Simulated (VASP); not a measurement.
# MoSe (F-43m) in VASP: single point with PBE

Aim: the single point of MoSe with PBE.

Program: VASP 6.6.1. These are calculated values, not measurements. Logs are shortened: lines on timing, memory, paths and dates and some standing lists are left out, and cuts for length are marked.

## (1) The cell of the first run

It takes space group F-43m (No. 216, cubic). Conventional cell: a = 5.679 Å, b = 5.679 Å, c = 5.679 Å, α = 90.00°, β = 90.00°, γ = 90.00°. Mo (site symmetry -43m) has 4 Se at 2.46 Å within 3.2 Å. Within 3.2 Å of Se (site symmetry -43m) lie 4 Mo at 2.46 Å.

## (2) Single point, PBE, collinear spin

Contents of INCAR:

```
SYSTEM = MoSe
PREC = Accurate
ENCUT = 520
EDIFF = 1E-6
ISMEAR = 0
SIGMA = 0.1
LREAL = .False.
LASPH = .True.
NELM = 150
ALGO = Fast
ISIF = 2
LWAVE = .False.
LCHARG = .False.
ISPIN = 2
MAGMOM = 2 -2 0 0
LORBIT = 11
LMAXMIX = 4
GGA = PE
NBANDS = 32
```

Contents of KPOINTS:

```
Automatic mesh
0
Gamma
  12 12 6
  0 0 0
```

Contents of POSCAR:

```
MoSe
1.0
    0.0000000000      2.8392909707      2.8392909707
    5.6785819413      2.8392909707      2.8392909707
    5.6785819413      5.6785819413      0.0000000000
Mo Se
2 2
Direct
    0.0000000000      0.0000000000      1.0000000000
    0.0000000000      0.0000000000      0.5000000000
    0.2500000000      0.2500000000      0.0000000000
    0.2500000000      0.2500000000      0.5000000000
```

Potentials or basis: VASP PAW PBE potentials, release 64 (Mo_sv, Se).

Launch:

```bash
$ cat potpaw_PBE.64/Mo_sv/POTCAR potpaw_PBE.64/Se/POTCAR > POTCAR
$ mpirun -np 1 vasp_std > vasp.out
```

OUTCAR:

```text
SYSTEM = MoSe
   PREC = Accurate
   ENCUT = 520
   EDIFF = 1E-6
   ISMEAR = 0
   LREAL = .False.
   LASPH = .True.
   NELM = 150
   ISIF = 2
   ISPIN = 2
   LORBIT = 11
   GGA = PE

 ion  position               nearest neighbor table
   1  0.000  0.000  0.000-   4 2.46   4 2.46   3 2.46   3 2.46
   2  0.000  0.000  0.500-   3 2.46   3 2.46   4 2.46   4 2.46
   3  0.250  0.250  0.000-   2 2.46   2 2.46   1 2.46   1 2.46
   4  0.250  0.250  0.500-   1 2.46   1 2.46   2 2.46   2 2.46

  LATTYP: Found a simple tetragonal cell.
 ALAT       =     4.0153637982
 C/A-ratio  =     1.4142135624

  Lattice vectors:

 A1 = (   0.0000000000,  -2.8392909706,   2.8392909707)
 A2 = (   0.0000000000,  -2.8392909707,  -2.8392909707)
 A3 = (   5.6785819413,   0.0000000000,   0.0000000000)

Analysis of symmetry for initial positions (statically):
=====================================================================
 Subroutine PRICEL returns following result:

  LATTYP: Found a face centered cubic cell.
 ALAT       =     5.6785819413
[... 12 lines left out ...]
 Subroutine GETGRP returns: Found  8 space group operations
 (whereof  8 operations were pure point group operations)
 out of a pool of 16 trial point group operations.

The static configuration has the point symmetry D_2d.

Analysis of symmetry for dynamics (positions and initial velocities):
=====================================================================
 Subroutine PRICEL returns following result:

  LATTYP: Found a face centered cubic cell.
 ALAT       =     5.6785819413
[... 12 lines left out ...]
 Subroutine GETGRP returns: Found  8 space group operations
 (whereof  8 operations were pure point group operations)
 out of a pool of 16 trial point group operations.

The dynamic configuration has the point symmetry D_2d.

Analysis of structural, dynamic, and magnetic symmetry:
=====================================================================
 Subroutine PRICEL returns following result:

  LATTYP: Found a face centered cubic cell.
 ALAT       =     5.6785819413
[... 12 lines left out ...]
 Subroutine GETGRP returns: Found  8 space group operations
 (whereof  8 operations were pure point group operations)
 out of a pool of 16 trial point group operations.

The overall configuration has the point symmetry D_2d.

 Subroutine INISYM returns: Found  8 space group operations
 (whereof  8 operations are pure point group operations),
 and found     2 'primitive' translations

----------------------------------------------------------------------------------------

                                     Primitive cell

  volume of cell :      45.7783

  direct lattice vectors                    reciprocal lattice vectors
    -2.839290971  2.839290971 -0.000000000    -0.176100303  0.176100303 -0.176100303
    -2.839290971  0.000000000  2.839290971    -0.176100303 -0.176100303  0.176100303
     0.000000000  2.839290971  2.839290971     0.176100303  0.176100303  0.176100303

  length of vectors
     4.015363798  4.015363798  4.015363798     0.305014672  0.305014672  0.305014672

  position of ions in fractional coordinates (direct lattice)
     0.000000000  0.000000000  0.000000000
     0.750000000  0.750000000  0.750000000

  ion indices of the primitive-cell ions
   primitive index   ion index
                 1           1
                 2           3

----------------------------------------------------------------------------------------

 KPOINTS: Automatic mesh

Automatic generation of k-mesh.
 Grid dimensions read from file:
 generate k-points for:   12   12    6

 Generating k-lattice:

  Cartesian coordinates                     Fractional coordinates (reciprocal lattice)
    -0.014675025  0.014675025  0.014675025     0.083333333  0.000000000  0.000000000
     0.014675025 -0.014675025  0.014675025     0.000000000  0.083333333  0.000000000
     0.000000000  0.029350050 -0.029350050     0.000000000  0.000000000  0.166666667

  Length of vectors
     0.025417889  0.025417889  0.041507239

  Shift w.r.t. Gamma in fractional coordinates (k-lattice)
     0.000000000  0.000000000  0.000000000

 Subroutine IBZKPT returns following result:
 ===========================================

 Found    100 irreducible k-points:

 Following reciprocal coordinates:
            Coordinates               Weight
  0.000000  0.000000  0.000000      1.000000
  0.083333 -0.000000  0.000000      8.000000
  0.166667  0.000000  0.000000      8.000000
  0.250000  0.000000  0.000000      8.000000
  0.333333  0.000000  0.000000      8.000000
  0.416667  0.000000  0.000000      8.000000
[... 16 lines left out ...]
  0.500000  0.166667  0.000000      8.000000
 -0.416667  0.166667  0.000000     16.000000
 [... further k-points ...]
   k-points           NKPTS =    100   k-points in BZ     NKDIM =    100   number of bands    NBANDS=     32
   number of dos      NEDOS =    301   number of ions     NIONS =      4
   total plane-waves  NPLWV =  97200
   dimension x,y,z NGX =    30 NGY =   54 NGZ =   60
   dimension x,y,z NGXF=    60 NGYF=  108 NGZF=  120
   ions per type =               2   2
   NGX,Y,Z   is equivalent  to a cutoff of  12.42, 12.91, 12.42 a.u.
   NGXF,Y,Z  is equivalent  to a cutoff of  24.84, 25.82, 24.84 a.u.
 SYSTEM =  MoSe
   PREC   = accura    normal or accurate (medium, high low for compatibility)
   ISTART =      0    job   : 0-new  1-cont  2-samecut
   ICHARG =      2    charge: 1-file 2-atom 10-const
   ISPIN  =      2    spin polarized calculation?
   LNONCOLLINEAR =      F non collinear calculations
   LSORBIT =      F    spin-orbit coupling
   LASPH  =      T    aspherical Exc in radial PAW
   ENCUT  =  520.0 eV  38.22 Ry    6.18 a.u.   7.47 12.93 14.93*2*pi/ulx,y,z
   NELM   =    150;   NELMIN=  2; NELMDL= -5     # of ELM steps
   EDIFF  = 0.1E-05   stopping-criterion for ELM
   LREAL  =      F    real-space projection
   EDIFFG = 0.1E-04   stopping-criterion for IOM
   NSW    =      0    number of steps for IOM
   IBRION =     -1    ionic relax: 0-MD 1-quasi-New 2-CG
   NFREE  =      0    steps in history (QN), initial steepest desc. (CG)
   ISIF   =      2    stress and relaxation
   ISYM   =      2    0-nonsym 1-usesym 2-fastsym
   POTIM  = 0.5000    time-step for ionic-motion
   TEBEG  =    0.0;   TEEND  =   0.0 temperature during run
   PSTRESS=    0.0 pullay stress
   NELECT =      40.0000    total number of electrons
   NUPDOWN=      -1.0000    fix difference up-down
   EMIN   =  10.00;   EMAX   =-10.00  energy-range for DOS
   EFERMI =   0.00;   METHOD = LEGACY
   ISMEAR =     0;   SIGMA  =   0.10  broadening in eV -4-tet -1-fermi 0-gaus
   EFERMI_NEDOS =   21; number of points for ismear=-14 and -15
   IALGO  =     68    algorithm
   IMIX   =      4    mixing-type and parameters
     AMIX     =   0.40;   BMIX     =  1.00
     AMIX_MAG =   1.60;   BMIX_MAG =  1.00
  volume/ion in A,a.u.               =      22.89       154.46
  Fermi-wavevector in a.u.,A,eV,Ry     =   1.242219  2.347454 20.995269  1.543109
  Thomas-Fermi vector in A             =   2.376583
   LORBIT       =     11    0 simple, 1 ext, 2 COOP (PROOUT), +10 PAW based schemes
   GGA     = PE    functional components
   LHFCALC =     F    Hartree Fock is set to
   AEXX    =    0.0000 exact exchange contribution
   IVDW    =     0    specifies the selected vdW correction
   LEPSILON=     F    determine dielectric tensor
   LRPA    =     F    only Hartree local field effects (RPA)
 spin polarized calculation
 RMM-DIIS sequential band-by-band and
 Gauss-broadening in eV      SIGMA  =   0.10
  energy-cutoff  :      520.00
  volume of cell :       91.56
 maximum number of plane-waves:      2497
 NGX is ok and might be reduce to    30
   NGX = 15   NGY = 25   NGZ = 29

 number of electron      39.9999998 magnetization      -0.0000000

 number of electron      39.9999998 magnetization       0.0000000

 Free energy of the ion-electron system (eV)
  ---------------------------------------------------
  ext. energy  EPLUGINS =         0.00000000
  ---------------------------------------------------
  free energy    TOTEN  =       -26.97726446 eV

  energy without entropy =      -26.95374996  energy(sigma->0) =      -26.96550721

 E-fermi :   6.2679     XC(G=0): -10.2368

 val. band max:        6.2656286938   @ k =  -0.4167   0.3333   0.0000
 cond. band min:       6.2703218916   @ k =   0.5000   0.1667   0.1667
 fundamental gap:      0.0046931978
 Fermi energy:         6.2679178960

 spin component 1

 k-point     1 :       0.0000    0.0000    0.0000
  band No.  band energies     occupation
      1     -54.8814      1.00000
      2     -54.3162      1.00000
      3     -29.0867      1.00000
      4     -29.0867      1.00000
      5     -29.0402      1.00000
      6     -28.4482      1.00000
[... 829 lines left out ...]
     31      14.5998      0.00000
     32      15.1546      0.00000

 [... further k-points ...]

 spin component 2

 k-point     1 :       0.0000    0.0000    0.0000
  band No.  band energies     occupation
      1     -54.8814      1.00000
      2     -54.3162      1.00000
      3     -29.0867      1.00000
      4     -29.0867      1.00000
      5     -29.0402      1.00000
      6     -28.4482      1.00000
[... 829 lines left out ...]
     31      14.5998      0.00000
     32      15.1232      0.00000

 [... further k-points ...]
[... 5 lines left out ...]
  --------------------------------------------------------------------------------------
  -------------------------------------------------------------------------------------
  Total       -0.1178465     -0.0778726     -0.0778726     -0.0000000     -0.0000000      0.0000000
  in kB       -2.0622325     -1.3627162     -1.3627162     -0.0000000     -0.0000000      0.0000000
  external PRESSURE =      -1.5958883 kB  Pullay stress =       0.0000000 kB

 VOLUME and BASIS-vectors are now :
 -----------------------------------------------------------------------------
  energy-cutoff  :      520.00
  volume of cell :       91.56
      direct lattice vectors                 reciprocal lattice vectors
     0.000000000  2.839290971  2.839290971    -0.176100303  0.176100303  0.176100303
     5.678581941  2.839290971  2.839290971     0.176100303 -0.176100303  0.176100303
     5.678581941  5.678581941  0.000000000     0.000000000  0.176100303 -0.176100303

 POSITION                                       TOTAL-FORCE (eV/Angst)
 -----------------------------------------------------------------------------------
      0.00000      0.00000      0.00000        -0.000000     -0.000000     -0.000000
      2.83929      2.83929      0.00000        -0.000000     -0.000000     -0.000000
      1.41965      1.41965      1.41965         0.000000      0.000000      0.000000
      4.25894      4.25894      1.41965         0.000000      0.000000      0.000000
 -----------------------------------------------------------------------------------
    total drift:                                0.000007     -0.000001      0.000001

  FREE ENERGIE OF THE ION-ELECTRON SYSTEM (eV)
  ---------------------------------------------------
  free  energy   TOTEN  =       -26.9772644557 eV

  energy  without entropy=      -26.9537499616  energy(sigma->0) =      -26.96550721

 total charge

# of ion       s       p       d       tot
------------------------------------------
    1        2.255   6.098   4.086  12.439
    2        2.255   6.098   4.086  12.439
    3        1.428   2.410   0.132   3.970
    4        1.428   2.410   0.132   3.970
--------------------------------------------------
tot          7.366  17.016   8.436  32.818

 magnetization (x)

# of ion       s       p       d       tot
------------------------------------------
    1        0.007   0.007   0.873   0.887
    2       -0.007  -0.007  -0.873  -0.887
    3        0.000   0.000   0.000   0.000
    4        0.000   0.000   0.000   0.000
--------------------------------------------------
tot          0.000   0.000  -0.000  -0.000
```

Wall time 47 min (1 thread of Oxide Virtual Turin-like, shared host); peak memory 0.61 GiB.

What came out:

* Free energy: -26.9773 eV
* Pressure: -0.2 GPa
* Band gap on the k mesh: zero (filled and empty bands overlap)
* Net moment: 0.00 μB per cell
* Site moments: Mo +0.89, -0.89; Se +0.00 μB
* Valence electrons inside the program's atomic spheres: Mo 12.44; Se 3.97

Levels at points of the mesh, in eV from the Fermi level:
Spin up:
```tsv
k point	band 17	band 18	band 19	band 20	band 21	band 22	band 23	band 24
(0.00, 0.00, 0.00)	-1.49	-0.81	-0.70	0.17	0.39	0.66	0.66	1.19
(0.50, 0.00, 0.00)	-0.60	-0.60	-0.19	-0.04	0.06	0.11	2.07	2.12
(0.50, 0.50, 0.00)	-1.49	-1.49	-0.26	-0.26	0.39	0.44	0.56	0.68
(0.00, 0.00, 0.50)	-1.12	-0.71	-0.63	-0.32	0.22	0.56	1.54	1.62
(0.50, 0.00, 0.50)	-1.64	-1.64	-0.81	-0.78	-0.23	0.58	0.96	0.96
(0.00, 0.50, 0.50)	-1.54	-1.14	-0.70	0.23	2.22	2.22	2.53	2.53
```
Spin down:
```
           k point  band 17  band 18  band 19  band 20  band 21  band 22  band 23  band 24
(0.00, 0.00, 0.00)    -1.49    -0.81    -0.70     0.17     0.39     0.66     0.66     1.19
(0.50, 0.00, 0.00)    -0.60    -0.60    -0.19    -0.04     0.06     0.11     2.07     2.12
(0.50, 0.50, 0.00)    -1.49    -1.49    -0.26    -0.26     0.39     0.44     0.56     0.68
(0.00, 0.00, 0.50)    -1.12    -0.71    -0.63    -0.32     0.22     0.56     1.54     1.62
(0.50, 0.00, 0.50)    -1.64    -1.64    -0.81    -0.78    -0.23     0.58     0.96     0.96
(0.00, 0.50, 0.50)    -1.54    -1.14    -0.70     0.23     2.22     2.22     2.53     2.53
```
